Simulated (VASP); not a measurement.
# Mo (Pm-3m) in VASP: notebook

Mo is run at these levels: r2SCAN; tasks: single point.

Everything below comes from runs of VASP 6.6.1. Logs are shortened: lines on timing, memory, paths and dates and some standing lists are left out, and cuts for length are marked.

## (1) The cell of the first run

Symmetry: Pm-3m, No. 221, cubic system. The conventional cell has a = 2.592 Å, b = 2.592 Å, c = 2.592 Å, α = 90.00°, β = 90.00°, γ = 90.00°. Mo (site symmetry m-3m) has 6 Mo at 2.59 Å within 3.4 Å.

## (2) Single point, r2SCAN

Contents of POSCAR:

```
Mo
1.0
    2.5919480104      0.0000000000      0.0000000000
    0.0000000000      2.5919480104      0.0000000000
    0.0000000000      0.0000000000      2.5919480104
Mo
1
Direct
    0.0000000000      0.0000000000      0.0000000000
```

Contents of INCAR.step1:

```
SYSTEM = Mo
PREC = Accurate
ENCUT = 550
ISMEAR = -1
SIGMA = 0.1
LREAL = .False.
LASPH = .True.
NELM = 120
NBANDS = 13
GGA = PE
ALGO = Normal
EDIFF = 1E-5
LWAVE = .True.
LCHARG = .False.
GGA_COMPAT = .False.
```

Contents of INCAR.step2:

```
SYSTEM = Mo
PREC = Accurate
ENCUT = 550
EDIFF = 1E-6
ISMEAR = -1
SIGMA = 0.1
LREAL = .False.
LASPH = .True.
NELM = 120
ALGO = Normal
ISIF = 2
LWAVE = .False.
LCHARG = .False.
METAGGA = R2SCAN
LMIXTAU = .True.
NBANDS = 13
ISTART = 1
GGA_COMPAT = .False.
```

Contents of KPOINTS:

```
Automatic mesh
0
Gamma
  12 12 12
  0 0 0
```

Potentials or basis: VASP PAW PBE potentials, release 64 (Mo_sv).

On the command line:

```sh
cat potpaw_PBE.64/Mo_sv/POTCAR > POTCAR
cp INCAR.step1 INCAR
mpirun -np 1 vasp_std > vasp.out
cp INCAR.step2 INCAR
mpirun -np 1 vasp_std > vasp.out
```

OUTCAR:

```text
SYSTEM = Mo
   PREC = Accurate
   ENCUT = 550
   EDIFF = 1E-6
   ISMEAR = -1
   LREAL = .False.
   LASPH = .True.
   NELM = 120
   ISIF = 2
   METAGGA = R2SCAN
   ISTART = 1

 ion  position               nearest neighbor table
   1  0.000  0.000  0.000-

  LATTYP: Found a simple cubic cell.
 ALAT       =     2.5919480104

  Lattice vectors:

 A1 = (   2.5919480104,   0.0000000000,   0.0000000000)
 A2 = (   0.0000000000,   2.5919480104,   0.0000000000)
 A3 = (   0.0000000000,   0.0000000000,   2.5919480104)

Analysis of symmetry for initial positions (statically):
=====================================================================
 Subroutine PRICEL returns:
 Original cell was already a primitive cell.

 Routine SETGRP: Setting up the symmetry group for a
 simple cubic supercell.

 Subroutine GETGRP returns: Found 48 space group operations
 (whereof 48 operations were pure point group operations)
 out of a pool of 48 trial point group operations.

The static configuration has the point symmetry O_h .

Analysis of symmetry for dynamics (positions and initial velocities):
=====================================================================
 Subroutine PRICEL returns:
 Original cell was already a primitive cell.

 Routine SETGRP: Setting up the symmetry group for a
 simple cubic supercell.

 Subroutine GETGRP returns: Found 48 space group operations
 (whereof 48 operations were pure point group operations)
 out of a pool of 48 trial point group operations.

The dynamic configuration has the point symmetry O_h .

 Subroutine INISYM returns: Found 48 space group operations
 (whereof 48 operations are pure point group operations),
 and found     1 'primitive' translations

----------------------------------------------------------------------------------------

                                     Primitive cell

  volume of cell :      17.4132

  direct lattice vectors                    reciprocal lattice vectors
     2.591948010  0.000000000  0.000000000     0.385810208  0.000000000  0.000000000
     0.000000000  2.591948010  0.000000000     0.000000000  0.385810208  0.000000000
     0.000000000  0.000000000  2.591948010     0.000000000  0.000000000  0.385810208

  length of vectors
     2.591948010  2.591948010  2.591948010     0.385810208  0.385810208  0.385810208

  position of ions in fractional coordinates (direct lattice)
     0.000000000  0.000000000  0.000000000

  ion indices of the primitive-cell ions
   primitive index   ion index
                 1           1

----------------------------------------------------------------------------------------

 KPOINTS: Automatic mesh

Automatic generation of k-mesh.
 Grid dimensions read from file:
 generate k-points for:   12   12   12

 Generating k-lattice:

  Cartesian coordinates                     Fractional coordinates (reciprocal lattice)
     0.032150851  0.000000000  0.000000000     0.083333333  0.000000000  0.000000000
     0.000000000  0.032150851  0.000000000     0.000000000  0.083333333  0.000000000
     0.000000000  0.000000000  0.032150851     0.000000000  0.000000000  0.083333333

  Length of vectors
     0.032150851  0.032150851  0.032150851

  Shift w.r.t. Gamma in fractional coordinates (k-lattice)
     0.000000000  0.000000000  0.000000000

 Subroutine IBZKPT returns following result:
 ===========================================

 Found     84 irreducible k-points:

 Following reciprocal coordinates:
            Coordinates               Weight
  0.000000  0.000000  0.000000      1.000000
  0.083333  0.000000  0.000000      6.000000
  0.166667  0.000000  0.000000      6.000000
  0.250000  0.000000  0.000000      6.000000
  0.333333  0.000000  0.000000      6.000000
  0.416667  0.000000  0.000000      6.000000
[... 16 lines left out ...]
  0.333333  0.333333  0.000000     12.000000
  0.416667  0.333333  0.000000     24.000000
 [... further k-points ...]
   k-points           NKPTS =     84   k-points in BZ     NKDIM =     84   number of bands    NBANDS=     13
   number of dos      NEDOS =    301   number of ions     NIONS =      1
   total plane-waves  NPLWV =   8000
   dimension x,y,z NGX =    20 NGY =   20 NGZ =   20
   dimension x,y,z NGXF=    40 NGYF=   40 NGZF=   40
   ions per type =               1
   NGX,Y,Z   is equivalent  to a cutoff of  12.83, 12.83, 12.83 a.u.
   NGXF,Y,Z  is equivalent  to a cutoff of  25.66, 25.66, 25.66 a.u.
 SYSTEM =  Mo
   PREC   = accura    normal or accurate (medium, high low for compatibility)
   ISTART =      1    job   : 0-new  1-cont  2-samecut
   ICHARG =      0    charge: 1-file 2-atom 10-const
   ISPIN  =      1    spin polarized calculation?
   LNONCOLLINEAR =      F non collinear calculations
   LSORBIT =      F    spin-orbit coupling
   LASPH  =      T    aspherical Exc in radial PAW
   ENCUT  =  550.0 eV  40.42 Ry    6.36 a.u.   4.96  4.96  4.96*2*pi/ulx,y,z
   NELM   =    120;   NELMIN=  2; NELMDL=  0     # of ELM steps
   EDIFF  = 0.1E-05   stopping-criterion for ELM
   LREAL  =      F    real-space projection
   EDIFFG = 0.1E-04   stopping-criterion for IOM
   NSW    =      0    number of steps for IOM
   IBRION =     -1    ionic relax: 0-MD 1-quasi-New 2-CG
   NFREE  =      0    steps in history (QN), initial steepest desc. (CG)
   ISIF   =      2    stress and relaxation
   ISYM   =      2    0-nonsym 1-usesym 2-fastsym
   POTIM  = 0.5000    time-step for ionic-motion
   TEBEG  =    0.0;   TEEND  =   0.0 temperature during run
   PSTRESS=    0.0 pullay stress
   NELECT =      14.0000    total number of electrons
   NUPDOWN=      -1.0000    fix difference up-down
   EMIN   =  10.00;   EMAX   =-10.00  energy-range for DOS
   EFERMI =   0.00;   METHOD = LEGACY
   ISMEAR =    -1;   SIGMA  =   0.10  broadening in eV -4-tet -1-fermi 0-gaus
   EFERMI_NEDOS =   21; number of points for ismear=-14 and -15
   IALGO  =     38    algorithm
   IMIX   =      4    mixing-type and parameters
     AMIX     =   0.40;   BMIX     =  1.00
     AMIX_MAG =   1.60;   BMIX_MAG =  1.00
  volume/ion in A,a.u.               =      17.41       117.51
  Fermi-wavevector in a.u.,A,eV,Ry     =   1.522268  2.876670 31.528794  2.317301
  Thomas-Fermi vector in A             =   2.630871
   LORBIT       =      0    0 simple, 1 ext, 2 COOP (PROOUT), +10 PAW based schemes
   METAGGA = R2SCAN    functional components
   LHFCALC =     F    Hartree Fock is set to
   AEXX    =    0.0000 exact exchange contribution
   IVDW    =     0    specifies the selected vdW correction
   LEPSILON=     F    determine dielectric tensor
   LRPA    =     F    only Hartree local field effects (RPA)
 non-spin polarized calculation
  energy-cutoff  :      550.00
  volume of cell :       17.41
 maximum number of plane-waves:       536
 NGX is ok and might be reduce to    20
   NGX =  9   NGY =  9   NGZ =  9

 number of electron      13.9999993 magnetization

 Free energy of the ion-electron system (eV)
  ---------------------------------------------------
  ext. energy  EPLUGINS =         0.00000000
  ---------------------------------------------------
  free energy    TOTEN  =       -24.88855599 eV

  energy without entropy =      -24.86070848  energy(sigma->0) =      -24.87463224

 E-fermi :  10.7531     XC(G=0): -13.7481

 val. band max:       10.5983749966   @ k =   0.4167   0.0000   0.0000
 cond. band min:      10.7536865625   @ k =   0.3333   0.2500   0.1667
 fundamental gap:      0.1553115658
 Fermi energy:        10.7531070696

 k-point     1 :       0.0000    0.0000    0.0000
  band No.  band energies     occupation
      1     -52.2521      2.00000
      2     -24.7147      2.00000
      3     -24.7147      2.00000
      4     -24.7147      2.00000
      5       3.9409      2.00000
      6       6.2619      2.00000
      7       6.2619      2.00000
      8      14.9621      0.00000
      9      14.9621      0.00000
     10      14.9621      0.00000
     11      27.3488      0.00000
     12      27.3488      0.00000
     13      27.3488      0.00000

 k-point     2 :       0.0833    0.0000    0.0000
  band No.  band energies     occupation
      1     -52.2373      2.00000
      2     -24.8327      2.00000
      3     -24.7049      2.00000
      4     -24.7049      2.00000
      5       4.1634      2.00000
      6       6.3191      2.00000
      7       6.5186      2.00000
      8      14.6583      0.00000
      9      14.6583      0.00000
     10      14.9838      0.00000
     11      26.2012      0.00000
     12      27.7948      0.00000
     13      27.7948      0.00000

 k-point     3 :       0.1667    0.0000    0.0000
  band No.  band energies     occupation
      1     -52.1967      2.00000
      2     -25.1479      2.00000
      3     -24.6779      2.00000
      4     -24.6779      2.00000
      5       4.7311      2.00000
      6       6.4796      2.00000
      7       7.2991      2.00000
      8      13.9134      0.00000
      9      13.9134      0.00000
     10      15.0433      0.00000
     11      24.0634      0.00000
     12      28.9384      0.00000
     13      28.9384      0.00000
[... 305 lines left out ...]
 k-point    23 :       0.3333    0.3333    0.0000
  band No.  band energies     occupation
      1     -51.9202      2.00000
      2     -25.8151      2.00000
      3     -25.7827      2.00000
      4     -24.4969      2.00000
      5       6.6190      2.00000
      6       7.7251      2.00000
      7      11.9351      0.00001
      8      12.6364      0.00000
      9      12.8643      0.00000
     10      13.3195      0.00000
     11      21.3420      0.00000
     12      25.5314      0.00000
     13      28.9796      0.00000

 k-point    24 :       0.4167    0.3333    0.0000
  band No.  band energies     occupation
      1     -51.8794      2.00000
      2     -26.0715      2.00000
      3     -25.7582      2.00000
      4     -24.4706      2.00000
      5       6.2085      2.00000
      6       7.9248      2.00000
      7      12.2645      0.00000
      8      12.6048      0.00000
      9      12.8782      0.00000
     10      14.9017      0.00000
     11      20.1800      0.00000
     12      26.1965      0.00000
     13      28.4819      0.00000

 [... further k-points ...]
[... 5 lines left out ...]
  --------------------------------------------------------------------------------------
  -------------------------------------------------------------------------------------
  Total        0.1107801      0.1107801      0.1107801      0.0000000      0.0000000      0.0000000
  in kB       10.1928002     10.1928002     10.1928002      0.0000000      0.0000000      0.0000000
  external PRESSURE =      10.1928002 kB  Pullay stress =       0.0000000 kB

 VOLUME and BASIS-vectors are now :
 -----------------------------------------------------------------------------
  energy-cutoff  :      550.00
  volume of cell :       17.41
      direct lattice vectors                 reciprocal lattice vectors
     2.591948010  0.000000000  0.000000000     0.385810208  0.000000000  0.000000000
     0.000000000  2.591948010  0.000000000     0.000000000  0.385810208  0.000000000
     0.000000000  0.000000000  2.591948010     0.000000000  0.000000000  0.385810208

 POSITION                                       TOTAL-FORCE (eV/Angst)
 -----------------------------------------------------------------------------------
      0.00000      0.00000      0.00000         0.000000      0.000000      0.000000
 -----------------------------------------------------------------------------------
    total drift:                               -0.000000      0.000000      0.000000

  FREE ENERGIE OF THE ION-ELECTRON SYSTEM (eV)
  ---------------------------------------------------
  free  energy   TOTEN  =       -24.8885559916 eV

  energy  without entropy=      -24.8607084846  energy(sigma->0) =      -24.87463224
```

Wall time 29 s (1 thread of Intel Xeon 6975P-C (Granite Rapids), shared host); peak memory 0.13 GiB.

Results:

| Item | Value |
| --- | --- |
| Free energy | -24.8886 eV |
| Pressure | 1.0 GPa |
| Band gap on the k mesh | zero (band 7 reaches 12.37 eV, above the bottom of band 8 at 10.05 eV) |

Caveat: the PAW data sets were made with another functional, which shifts forces and pressure a little.

## (3) Single point, r2SCAN (volume scaled by 0.88)

Contents of POSCAR:

```
Mo
1.0
    2.4838222331      0.0000000000      0.0000000000
    0.0000000000      2.4838222331      0.0000000000
    0.0000000000      0.0000000000      2.4838222331
Mo
1
Direct
    0.0000000000      0.0000000000      0.0000000000
```

Contents of INCAR.step1:

```
PREC = Accurate
ENCUT = 550
ISMEAR = -1
SIGMA = 0.1
LREAL = False
LASPH = True
NELM = 120
NBANDS = 13
GGA = PE
ALGO = Normal
EDIFF = 1E-5
LWAVE = True
LCHARG = False
GGA_COMPAT = False
```

Contents of INCAR.step2:

```
PREC = Accurate
ENCUT = 550
EDIFF = 1E-6
ISMEAR = -1
SIGMA = 0.1
LREAL = False
LASPH = True
NELM = 120
ALGO = Normal
ISIF = 2
LWAVE = False
LCHARG = True
METAGGA = R2SCAN
LMIXTAU = True
LELF = True
LVHAR = True
NBANDS = 13
ISTART = 1
GGA_COMPAT = False
```

Contents of KPOINTS:

```
Automatic mesh
0
Gamma
  14 14 14
```

Potentials or basis: VASP PAW PBE potentials, release 64 (Mo_sv).

On the command line:

```sh
cat potpaw_PBE.64/Mo_sv/POTCAR > POTCAR
cp INCAR.step1 INCAR
mpirun -np 1 vasp_std > vasp.out
cp INCAR.step2 INCAR
mpirun -np 1 vasp_std > vasp.out
```

Wall time 39 s (1 thread of Intel Xeon 6975P-C (Granite Rapids), shared host); peak memory 0.14 GiB.

Results (log left out):

* Free energy: -24.6885 eV
* Pressure: 32.9 GPa
* Band gap on the k mesh: zero (band 7 reaches 14.71 eV, above the bottom of band 8 at 11.88 eV)

Levels at points of the mesh, in eV from the Fermi level:
| k point | band 3 | band 4 | band 5 | band 6 | band 7 | band 8 | band 9 | band 10 | band 11 | band 12 |
| --- | --- | --- | --- | --- | --- | --- | --- | --- | --- | --- |
| (0.00, 0.00, 0.00) | -35.30 | -35.30 | -7.29 | -5.33 | -5.33 | 4.86 | 4.86 | 4.86 | 17.67 | 17.67 |
| (0.50, 0.00, 0.00) | -35.08 | -35.08 | -4.20 | -3.93 | 0.12 | 0.76 | 0.76 | 5.27 | 11.31 | 15.09 |
| (0.50, 0.50, 0.00) | -37.27 | -34.88 | -6.75 | -2.71 | 1.61 | 1.61 | 6.91 | 6.91 | 7.50 | 16.10 |
| (0.50, 0.50, 0.50) | -36.95 | -36.95 | -4.75 | -4.75 | -4.75 | 7.69 | 7.79 | 7.79 | 15.64 | 15.64 |

Caveat: the PAW data sets were made with another functional, which shifts forces and pressure a little.

## (4) Single point, r2SCAN (volume scaled by 0.92)

Contents of POSCAR:

```
Mo
1.0
    2.5208996731      0.0000000000      0.0000000000
    0.0000000000      2.5208996731      0.0000000000
    0.0000000000      0.0000000000      2.5208996731
Mo
1
Direct
    0.0000000000      0.0000000000      0.0000000000
```

Contents of INCAR.step1:

```
  PREC = Accurate
  ENCUT = 550
  ISMEAR = -1
  SIGMA = 0.1
  LREAL = F
  LASPH = T
  NELM = 120
  NBANDS = 13
  GGA = PE
  ALGO = Normal
  EDIFF = 1E-5
  LWAVE = T
  LCHARG = F
  GGA_COMPAT = F
```

Contents of INCAR.step2:

```
  PREC = Accurate
  ENCUT = 550
  EDIFF = 1E-6
  ISMEAR = -1
  SIGMA = 0.1
  LREAL = F
  LASPH = T
  NELM = 120
  ALGO = Normal
  ISIF = 2
  LWAVE = F
  LCHARG = T
  METAGGA = R2SCAN
  LMIXTAU = T
  LELF = T
  LVHAR = T
  NBANDS = 13
  ISTART = 1
  GGA_COMPAT = F
```

KPOINTS is that of step 3.

On the command line:

```sh
cat potpaw_PBE.64/Mo_sv/POTCAR > POTCAR
cp INCAR.step1 INCAR
mpirun -np 1 vasp_std > vasp.out
cp INCAR.step2 INCAR
mpirun -np 1 vasp_std > vasp.out
```

It took 48 s on 1 thread of Intel Xeon 6975P-C (Granite Rapids), shared host; peak memory 0.14 GiB.

Results (log left out):

```
Free energy            : -24.8013 eV
Pressure               : 19.4 GPa
Band gap on the k mesh : zero (band 7 reaches 13.93 eV, above the bottom of band 8 at 11.16 eV)
```

Levels at points of the mesh, in eV from the Fermi level:
| k point | band 5 | band 6 | band 7 | band 8 | band 9 | band 10 |
| --- | --- | --- | --- | --- | --- | --- |
| (0.00, 0.00, 0.00) | -7.16 | -5.05 | -5.05 | 4.59 | 4.59 | 4.59 |
| (0.50, 0.00, 0.00) | -3.99 | -3.86 | 0.07 | 0.77 | 0.77 | 4.98 |
| (0.50, 0.50, 0.00) | -6.34 | -2.63 | 1.55 | 1.55 | 6.60 | 6.60 |
| (0.50, 0.50, 0.50) | -4.44 | -4.44 | -4.44 | 7.32 | 7.32 | 7.84 |

Caveat: the PAW data sets were made with another functional, which shifts forces and pressure a little.

## (5) Single point, r2SCAN (volume scaled by 0.96)

Contents of POSCAR:

```
Mo
1.0
    2.5569173917      0.0000000000      0.0000000000
    0.0000000000      2.5569173917      0.0000000000
    0.0000000000      0.0000000000      2.5569173917
Mo
1
Direct
    0.0000000000      0.0000000000      0.0000000000
```

Contents of INCAR.step1:

```
PREC     = Accurate       # precision mode
ENCUT    = 550            # plane-wave cutoff, eV
ISMEAR   = -1             # smearing method
SIGMA    = 0.1            # smearing width, eV
LREAL    = False          # projectors in reciprocal space
LASPH    = True           # aspherical terms in the spheres
NELM     = 120            # most SCF steps
NBANDS   = 13             # bands
GGA      = PE             # functional
ALGO     = Normal         # electronic algorithm
EDIFF    = 1E-5           # SCF threshold, eV
LWAVE    = True           # write WAVECAR
LCHARG   = False          # write CHGCAR
GGA_COMPAT= False
```

Contents of INCAR.step2:

```
PREC     = Accurate       # precision mode
ENCUT    = 550            # plane-wave cutoff, eV
EDIFF    = 1E-6           # SCF threshold, eV
ISMEAR   = -1             # smearing method
SIGMA    = 0.1            # smearing width, eV
LREAL    = False          # projectors in reciprocal space
LASPH    = True           # aspherical terms in the spheres
NELM     = 120            # most SCF steps
ALGO     = Normal         # electronic algorithm
ISIF     = 2              # what is computed and relaxed
LWAVE    = False          # write WAVECAR
LCHARG   = False          # write CHGCAR
METAGGA  = R2SCAN         # meta-GGA
LMIXTAU  = True         
NBANDS   = 13             # bands
ISTART   = 1            
GGA_COMPAT= False
```

KPOINTS is that of step 4.

On the command line:

```sh
cat potpaw_PBE.64/Mo_sv/POTCAR > POTCAR
cp INCAR.step1 INCAR
mpirun -np 1 vasp_std > vasp.out
cp INCAR.step2 INCAR
mpirun -np 1 vasp_std > vasp.out
```

It took 43 s on 1 thread of Intel Xeon 6975P-C (Granite Rapids), shared host; peak memory 0.14 GiB.

Results (log left out):

```yaml
Free_energy: -24.8614 eV
Pressure: 8.7 GPa
Band_gap_on_the_k_mesh: zero (band 7 reaches 13.21 eV, above the bottom of band 8 at 10.50 eV)
```

Levels at points of the mesh, in eV from the Fermi level:
```tsv
k point	band 5	band 6	band 7	band 8	band 9	band 10
(0.00, 0.00, 0.00)	-7.03	-4.79	-4.79	4.35	4.35	4.35
(0.50, 0.00, 0.00)	-3.79	-3.79	0.02	0.77	0.77	4.71
(0.50, 0.50, 0.00)	-5.96	-2.55	1.50	1.50	6.32	6.32
(0.50, 0.50, 0.50)	-4.16	-4.16	-4.16	6.90	6.90	7.97
```

Caveat: the PAW data sets were made with another functional, which shifts forces and pressure a little.

## (6) Summary

| cell | k mesh | gap on the mesh (eV) | pressure (GPa) |
| --- | --- | --- | --- |
| a = 2.592 Å, 1 atom | 12 × 12 × 12 | none | 1.0 |
| a = 2.484 Å, 1 atom | 14 × 14 × 14 | none | 32.9 |
| a = 2.521 Å, 1 atom | 14 × 14 × 14 | none | 19.4 |
| a = 2.557 Å, 1 atom | 14 × 14 × 14 | none | 8.7 |

Alike in all rows: task single point; level r2SCAN; potentials or basis VASP PAW PBE potentials, release 64 (Mo_sv); no spin polarisation; cutoff (eV) 550; smearing fermi-dirac 0.1 eV.

Caveats: the PAW data sets were made with another functional, which shifts forces and pressure a little.

Absolute energies hang on the potentials; compare differences alone.
